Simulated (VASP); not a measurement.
Here is a VASP 6.6.1 calculation.

INCAR

```
SYSTEM = Sr2C
PREC = Accurate
ENCUT = 520
EDIFF = 1E-6
ISMEAR = -1
SIGMA = 0.02
LREAL = .False.
LASPH = .True.
NELM = 80
ALGO = Normal
ISIF = 2
LWAVE = .False.
LCHARG = .True.
LELF = .True.
LVHAR = .True.
NBANDS = 19
```

The input KPOINTS:

```
regular mesh
0
Gamma
  6 6 6
  0 0 0
```

POSCAR

```
Sr2C
1.0
    0.0000000000      3.2574087846      3.2574087846
    3.2574087846      0.0000000000      3.2574087846
    3.2574087846      3.2574087846      0.0000000000
C Sr
1 2
Direct
    0.0000000000      0.0000000000      0.0000000000
    0.2500000000      0.2500000000      0.2500000000
    0.7500000000      0.7500000000      0.7500000000
```

Potentials or basis: VASP PAW LDA potentials, release 64 (C, Sr_sv).

Command:

```console
$ cat potpaw_LDA.64/C/POTCAR potpaw_LDA.64/Sr_sv/POTCAR > POTCAR
$ mpirun -np 1 vasp_std > vasp.out
```

(1) What does it give for the pressure?

(2) What does it give for the band gap on the k mesh?

## Answers

(1) 0.3 GPa.

(2) zero (filled and empty bands touch).
